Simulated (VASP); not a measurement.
# Ta: single point with LDA

Crystal: Ta.

```
CELL_PARAMETERS angstrom
2.26289 0.00000 0.00000
0.00000 2.26289 0.00000
0.00000 0.00000 2.26289
ATOMIC_POSITIONS crystal
Ta 0.00000 0.00000 0.00000
```

This cell differs from its parent crystal: volume scaled by 0.6.

- Program: VASP 6.6.1
- Task: single point
- Functional: LDA
- Potentials or basis: VASP PAW LDA potentials, release 64 (Ta_pv)
- Cutoff: 520 eV
- k mesh: 14 × 14 × 14
- Occupations: fermi-dirac, width 0.05 eV
- Spin: no spin polarisation
- Dipole correction: no
- Further INCAR settings: ALGO = Normal; EDIFF = 1e-06; NBANDS = 12

The pressure is 239.7 GPa.

Levels at points of the mesh, in eV from the Fermi level:
| k point | band 3 | band 4 | band 5 | band 6 | band 7 | band 8 | band 9 | band 10 |
| --- | --- | --- | --- | --- | --- | --- | --- | --- |
| (0.00, 0.00, 0.00) | -31.79 | -9.17 | -6.13 | -6.13 | 11.11 | 11.11 | 11.11 | 14.24 |
| (0.50, 0.00, 0.00) | -31.18 | -4.45 | -4.19 | 1.59 | 2.71 | 2.71 | 12.17 | 14.21 |
| (0.50, 0.50, 0.00) | -30.62 | -9.42 | -1.95 | 4.53 | 4.53 | 9.97 | 9.97 | 14.18 |
| (0.50, 0.50, 0.50) | -35.53 | -6.37 | -6.37 | -6.37 | 6.35 | 14.15 | 17.64 | 17.64 |

Wall time 5.8 s on 1 thread of Intel(R) Xeon(R) Platinum 8559C (Emerald Rapids), on a shared host, peak memory 0.12 GiB.

Caveat: spin-orbit coupling is left out, which moves the levels of the heavy elements.
